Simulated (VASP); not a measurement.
# ZnCu (R-3m) in VASP: further runs

Runs on ZnCu. Level: PBE. Tasks: single point.

Program: VASP 6.6.1. These are calculated values, not measurements. Logs are shortened: lines on timing, memory, paths and dates and some standing lists are left out, and cuts for length are marked.

## Step 1: The cell of the first run

Symmetry: R-3m, No. 166, trigonal system. The conventional cell has a = 3.535 Å, b = 3.535 Å, c = 6.438 Å, α = 90.00°, β = 90.00°, γ = 120.00°. Within 3.0 Å of Zn (site symmetry -3m) lie 6 Cu at 2.31 Å and 6 Zn at 2.96 Å. Within 3.0 Å of Cu (site symmetry -3m) lie 6 Zn at 2.31 Å and 6 Cu at 2.96 Å.

## Step 2: Single point, PBE

File INCAR:

```
ALGO = Fast ; EDIFF = 1E-6
ENCUT = 520 ; GGA = PE
ISIF = 2 ; ISMEAR = 0
LASPH = T ; LCHARG = F
LREAL = F ; LWAVE = F
NBANDS = 18 ; NELM = 60
PREC = Accurate ; SIGMA = 0.15
```

File KPOINTS:

```
k-points
0
Gamma
  16 16 16
```

File POSCAR:

```
ZnCu
1.0
    2.9056509338      0.4058078591      0.4058078591
    0.4058078591      2.9056509338      0.4058078591
    0.4058078591      0.4058078591      2.9056509338
Zn Cu
1 1
Direct
    0.5000000000      0.5000000000      0.5000000000
    0.0000000000      0.0000000000      0.0000000000
```

Potentials or basis: VASP PAW PBE potentials, release 64 (Zn, Cu).

Started as:

```
> cat potpaw_PBE.64/Zn/POTCAR potpaw_PBE.64/Cu/POTCAR > POTCAR
> mpirun -np 1 vasp_std > vasp.out
```

OUTCAR:

```text
EDIFF = 1E-6
   ENCUT = 520
   GGA = PE
   ISIF = 2
   ISMEAR = 0
   LASPH = T
   LREAL = F
   NELM = 60
   PREC = Accurate

 ion  position               nearest neighbor table
   1  0.500  0.500  0.500-   2 2.31   2 2.31   2 2.31   2 2.31   2 2.31   2 2.31
   2  0.000  0.000  0.000-   1 2.31   1 2.31   1 2.31   1 2.31   1 2.31   1 2.31

  LATTYP: Found a trigonal (rhomboedric) cell.
 ALAT       =     2.9617844935
 COS(alpha) =     0.2876087376

  Lattice vectors:

 A1 = (   2.9056509338,   0.4058078591,   0.4058078591)
 A2 = (   0.4058078591,   2.9056509338,   0.4058078591)
 A3 = (   0.4058078591,   0.4058078591,   2.9056509338)

Analysis of symmetry for initial positions (statically):
=====================================================================
 Subroutine PRICEL returns:
 Original cell was already a primitive cell.

 Routine SETGRP: Setting up the symmetry group for a
 trigonal (rhombohedral) supercell.

 Subroutine GETGRP returns: Found 12 space group operations
 (whereof 12 operations were pure point group operations)
 out of a pool of 12 trial point group operations.

The static configuration has the point symmetry D_3d.

Analysis of symmetry for dynamics (positions and initial velocities):
=====================================================================
 Subroutine PRICEL returns:
 Original cell was already a primitive cell.

 Routine SETGRP: Setting up the symmetry group for a
 trigonal (rhombohedral) supercell.

 Subroutine GETGRP returns: Found 12 space group operations
 (whereof 12 operations were pure point group operations)
 out of a pool of 12 trial point group operations.

The dynamic configuration has the point symmetry D_3d.

 Subroutine INISYM returns: Found 12 space group operations
 (whereof 12 operations are pure point group operations),
 and found     1 'primitive' translations

----------------------------------------------------------------------------------------

                                     Primitive cell

  volume of cell :      23.2300

  direct lattice vectors                    reciprocal lattice vectors
     2.905650934  0.405807859  0.405807859     0.356355029 -0.043670080 -0.043670080
     0.405807859  2.905650934  0.405807859    -0.043670080  0.356355029 -0.043670080
     0.405807859  0.405807859  2.905650934    -0.043670080 -0.043670080  0.356355029

  length of vectors
[... 80 lines left out ...]
   ENCUT  =  520.0 eV  38.22 Ry    6.18 a.u.   5.51  5.51  5.51*2*pi/ulx,y,z
   NELM   =     60;   NELMIN=  2; NELMDL= -5     # of ELM steps
   EDIFF  = 0.1E-05   stopping-criterion for ELM
   LREAL  =      F    real-space projection
   EDIFFG = 0.1E-04   stopping-criterion for IOM
   NSW    =      0    number of steps for IOM
   IBRION =     -1    ionic relax: 0-MD 1-quasi-New 2-CG
   NFREE  =      0    steps in history (QN), initial steepest desc. (CG)
   ISIF   =      2    stress and relaxation
   ISYM   =      2    0-nonsym 1-usesym 2-fastsym
   POTIM  = 0.5000    time-step for ionic-motion
   TEBEG  =    0.0;   TEEND  =   0.0 temperature during run
   PSTRESS=    0.0 pullay stress
   NELECT =      23.0000    total number of electrons
   NUPDOWN=      -1.0000    fix difference up-down
   EMIN   =  10.00;   EMAX   =-10.00  energy-range for DOS
   EFERMI =   0.00;   METHOD = LEGACY
   ISMEAR =     0;   SIGMA  =   0.15  broadening in eV -4-tet -1-fermi 0-gaus
   EFERMI_NEDOS =   21; number of points for ismear=-14 and -15
   IALGO  =     68    algorithm
   IMIX   =      4    mixing-type and parameters
     AMIX     =   0.40;   BMIX     =  1.00
     AMIX_MAG =   1.60;   BMIX_MAG =  1.00
  volume/ion in A,a.u.               =      11.62        78.38
  Fermi-wavevector in a.u.,A,eV,Ry     =   1.631678  3.083424 36.223771  2.662372
  Thomas-Fermi vector in A             =   2.723774
   LORBIT       =      0    0 simple, 1 ext, 2 COOP (PROOUT), +10 PAW based schemes
   GGA     = PE    functional components
   LHFCALC =     F    Hartree Fock is set to
   AEXX    =    0.0000 exact exchange contribution
   IVDW    =     0    specifies the selected vdW correction
   LEPSILON=     F    determine dielectric tensor
   LRPA    =     F    only Hartree local field effects (RPA)
 non-spin polarized calculation
 RMM-DIIS sequential band-by-band and
 Gauss-broadening in eV      SIGMA  =   0.15
  energy-cutoff  :      520.00
  volume of cell :       23.23
 maximum number of plane-waves:       647
 NGX is ok and might be reduce to    24

 number of electron      23.0000008 magnetization

 Free energy of the ion-electron system (eV)
  ---------------------------------------------------
  ext. energy  EPLUGINS =         0.00000000
  ---------------------------------------------------
  free energy    TOTEN  =        -3.93246140 eV

  energy without entropy =       -3.92798353  energy(sigma->0) =       -3.93022246

 E-fermi :   6.8225     XC(G=0): -12.8905

 val. band max:        6.7981764011   @ k =  -0.4375   0.3125   0.3125
 cond. band min:       6.8312530268   @ k =  -0.4375   0.3750   0.2500
 fundamental gap:      0.0330766257
 Fermi energy:         6.8224676160

 k-point     1 :       0.0000    0.0000    0.0000
  band No.  band energies     occupation
      1      -4.5802      2.00000
      2      -1.7589      2.00000
      3      -1.7589      2.00000
      4      -1.4902      2.00000
      5      -1.4902      2.00000
      6      -1.0231      2.00000
[... 481 lines left out ...]
      5      -1.4537      2.00000
      6      -1.0166      2.00000
[... 10 lines left out ...]
     17      22.8506      0.00000
     18      24.4452      0.00000

 [... further k-points ...]

------------------------ aborting loop because EDIFF is reached ----------------------------------------

  FORCE on cell =-STRESS in cart. coord.  units (eV):
  Direction    XX          YY          ZZ          XY          YZ          ZX
  --------------------------------------------------------------------------------------
  -------------------------------------------------------------------------------------
  Total        5.0555711      5.0555711      5.0555711     -1.4506148     -1.4506148     -1.4506148
  in kB      348.6836581    348.6836581    348.6836581   -100.0491679   -100.0491679   -100.0491679
  external PRESSURE =     348.6836581 kB  Pullay stress =       0.0000000 kB

 VOLUME and BASIS-vectors are now :
 -----------------------------------------------------------------------------
  energy-cutoff  :      520.00
  volume of cell :       23.23
      direct lattice vectors                 reciprocal lattice vectors
     2.905650934  0.405807859  0.405807859     0.356355029 -0.043670080 -0.043670080
     0.405807859  2.905650934  0.405807859    -0.043670080  0.356355029 -0.043670080
     0.405807859  0.405807859  2.905650934    -0.043670080 -0.043670080  0.356355029

 POSITION                                       TOTAL-FORCE (eV/Angst)
 -----------------------------------------------------------------------------------
      1.85863      1.85863      1.85863        -0.000000     -0.000000      0.000000
      0.00000      0.00000      0.00000         0.000000      0.000000     -0.000000
 -----------------------------------------------------------------------------------
    total drift:                               -0.000000      0.000000     -0.000000

  FREE ENERGIE OF THE ION-ELECTRON SYSTEM (eV)
  ---------------------------------------------------
  free  energy   TOTEN  =        -3.9324613955 eV

  energy  without entropy=       -3.9279835270  energy(sigma->0) =       -3.93022246
```

OSZICAR:

```text
N       E                     dE             d eps       ncg     rms          rms(c)
DAV:   1     0.116028835124E+03    0.11603E+03   -0.11306E+04 16278   0.218E+03
DAV:   2    -0.129980315282E+00   -0.11616E+03   -0.11152E+03 15042   0.305E+02
DAV:   3    -0.506135097964E+01   -0.49314E+01   -0.49002E+01 16790   0.769E+01
DAV:   4    -0.510019154569E+01   -0.38841E-01   -0.38828E-01 17484   0.633E+00
DAV:   5    -0.510069403265E+01   -0.50249E-03   -0.50247E-03 17224   0.735E-01    0.105E+01
RMM:   6    -0.474878218613E+01    0.35191E+00   -0.74498E+00 17459   0.438E+01    0.612E+00
RMM:   7    -0.395571253991E+01    0.79307E+00   -0.18397E+00 17182   0.210E+01    0.311E+00
RMM:   8    -0.393882963033E+01    0.16883E-01   -0.25098E-02 18103   0.228E+00    0.135E+00
RMM:   9    -0.393284463589E+01    0.59850E-02   -0.99577E-03 18003   0.150E+00    0.213E-01
RMM:  10    -0.393242190548E+01    0.42273E-03   -0.52987E-03 18711   0.929E-01    0.950E-02
RMM:  11    -0.393243402170E+01   -0.12116E-04   -0.10941E-03 19544   0.406E-01    0.285E-02
RMM:  12    -0.393249293050E+01   -0.58909E-04   -0.34195E-04 19323   0.211E-01    0.554E-02
RMM:  13    -0.393246010500E+01    0.32825E-04   -0.21544E-04 18785   0.226E-01    0.195E-02
RMM:  14    -0.393246060594E+01   -0.50095E-06   -0.53619E-05 19306   0.641E-02    0.294E-03
RMM:  15    -0.393246139549E+01   -0.78954E-06   -0.82527E-06 16258   0.265E-02
   1 F= -.39324614E+01 E0= -.39302225E+01  d E =-.447787E-02
```

stdout:

```text
POSCAR found type information on POSCAR ZnCu
 POSCAR found :  2 types and       2 ions
 scaLAPACK will be used
 LDA part: xc-table for (Slater+PW92), standard interpolation
 POSCAR, INCAR and KPOINTS ok, starting setup
 FFT: planning ... GRIDC
 FFT: planning ... GRID_SOFT
 FFT: planning ... GRID
 WAVECAR not read
 entering main loop
```

Run time: 95 s. Hardware: 1 thread of Intel Xeon 6975P-C, shared host; peak memory 0.3 GiB.

Results:

* Free energy: -3.9325 eV
* Pressure: 34.9 GPa

Stress tensor (GPa, compression positive):
```
 34.87 -10.00 -10.00
-10.00  34.87 -10.00
-10.00 -10.00  34.87
```

## Step 3: Single point, PBE

This run uses another cell than the first one, of the same volume but with other edges.

File INCAR:

```
PREC = Accurate ; ENCUT = 520
EDIFF = 1E-6 ; ISMEAR = 0
SIGMA = 0.15 ; LREAL = F
LASPH = T ; NELM = 80
ALGO = Fast ; ISIF = 2
LWAVE = F ; LCHARG = F
GGA = PE ; NBANDS = 18
```

File KPOINTS:

```
regular mesh
0
Gamma
  16 16 16
```

File POSCAR:

```
ZnCu
1.0
    2.8660781267      0.1953213459      0.1953213459
    0.1953213459      2.8660781267      0.1953213459
    0.1953213459      0.1953213459      2.8660781267
Zn Cu
1 1
Direct
    0.5000000000      0.5000000000      0.5000000000
    0.0000000000      0.0000000000      0.0000000000
```

Potentials or basis: VASP PAW PBE potentials, release 64 (Zn, Cu).

Started as:

```
> cat potpaw_PBE.64/Zn/POTCAR potpaw_PBE.64/Cu/POTCAR > POTCAR
> mpirun -np 1 vasp_std > vasp.out
```

Run time: 1.8 min. Hardware: 1 thread of Intel Xeon 6975P-C, shared host; peak memory 0.29 GiB.

It converged, with:

```
Free energy : -4.5200 eV
Pressure    : 24.5 GPa
```

Stress tensor (GPa, compression positive):
```
24.49 -9.80 -9.80
-9.80 24.49 -9.80
-9.80 -9.80 24.49
```

Levels at points of the mesh, in eV from the Fermi level:
```
           k point  band 9  band 10  band 11  band 12  band 13  band 14
(0.00, 0.00, 0.00)   -3.12    -3.03    -3.03     6.41     6.41     7.63
(0.50, 0.00, 0.00)   -3.78    -3.60    -3.24    -2.24    11.57    11.59
(0.50, 0.50, 0.00)   -3.14    -3.05    -2.83    -1.20     1.11     3.83
(0.50, 0.50, 0.50)   -2.85    -2.85     0.97     2.06     5.70     5.70
```
